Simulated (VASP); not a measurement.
Input of a VASP 6.6.1 run:

Contents of INCAR:

```
ALGO = Normal ; EDIFF = 1E-6
ENCUT = 520 ; GGA = PE
ISIF = 2 ; ISMEAR = -1
LASPH = T ; LCHARG = F
LREAL = F ; LWAVE = F
NBANDS = 28 ; NELM = 60
PREC = Accurate ; SIGMA = 0.05
```

KPOINTS

```
k-points
0
Gamma
  5 5 5
```

Contents of POSCAR:

```
Rb3Sn
1.0
    0.0000000000      4.7499519807      4.7499519807
    4.7499519807      0.0000000000      4.7499519807
    4.7499519807      4.7499519807      0.0000000000
Sn Rb
1 3
Direct
    0.0000000000      0.0000000000      0.0000000000
    0.5000000000      0.5000000000      0.5000000000
    0.7500000000      0.7500000000      0.7500000000
    0.2500000000      0.2500000000      0.2500000000
```

Potentials or basis: VASP PAW PBE potentials, release 64 (Sn_d, Rb_sv).

Command:

```bash
$ cat potpaw_PBE.64/Sn_d/POTCAR potpaw_PBE.64/Rb_sv/POTCAR > POTCAR
$ mpirun -np 1 vasp_std > vasp.out
```

Q: Predict the pressure.

A: -0.4 GPa.

Q: What does it give for the band gap on the k mesh?

A: Zero (an odd number of electrons rules out a gap without spin polarisation).

Caveat: spin-orbit coupling is left out, which moves the levels of the heavy elements.
